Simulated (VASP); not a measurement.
A run of VASP 6.6.1 is set up as follows.

The input INCAR:

```
ALGO = Normal
EDIFF = 1E-6
ENCUT = 520
GGA = PE
ISIF = 2
ISMEAR = -1
ISPIN = 2
LASPH = True
LCHARG = True
LELF = True
LMAXMIX = 4
LORBIT = 11
LREAL = False
LVHAR = True
LWAVE = False
MAGMOM = 3 0
NBANDS = 18
NELM = 150
PREC = Accurate
SIGMA = 0.05
```

The input KPOINTS:

```
k-points
0
Gamma
  11 11 11
```

The input POSCAR:

```
FeO
1.0
    0.0000000000      2.1554001600      2.1554001600
    2.1554001600      0.0000000000      2.1554001600
    2.1554001600      2.1554001600      0.0000000000
Fe O
1 1
Direct
    0.0000000000      0.0000000000      0.0000000000
    0.5000000000      0.5000000000      0.5000000000
```

Potentials or basis: VASP PAW PBE potentials, release 64 (Fe, O).

Run with:

```bash
$ cat potpaw_PBE.64/Fe/POTCAR potpaw_PBE.64/O/POTCAR > POTCAR
$ mpirun -np 1 vasp_std > vasp.out
```

What does it give for the site moments?

Fe +3.62; O +0.30 μB.

Predict the pressure.

-0.2 GPa.

What does it give for the band gap on the k mesh?

Zero (filled and empty bands overlap).

Estimate the net moment.

4.00 μB per cell.

Caveat: a cell with one magnetic atom can't hold antiferromagnetic order, which such compounds often take; semilocal functionals often make such compounds metallic where correlation or magnetic order opens a gap, which also shifts bond lengths.

**Measured values to compare with.**

“W\"ustite: Electric, thermodynamic and optical properties of FeO”, 2012, arxiv:1203.1201 quotes, for a bulk crystal of FeO: band gap 2.4 eV (optical).

Measured gap of FeO: 2.4 eV (optical; quoted in “W\"ustite: Electric, thermodynamic and optical properties of FeO”, 2012, arxiv:1203.1201). This calculation gives 0.00 eV (-2.40 eV). So large a miss can be the level of theory's own, or it may mean another phase, state or a wrong row. The value is that of PBE on a finite k mesh, which can miss the band edges, without temperature or zero-point motion. Semilocal functionals fall short of measured gaps as a rule. The run's magnetic order (collinear spin, ferromagnetic start) needn't be the measured crystal's.
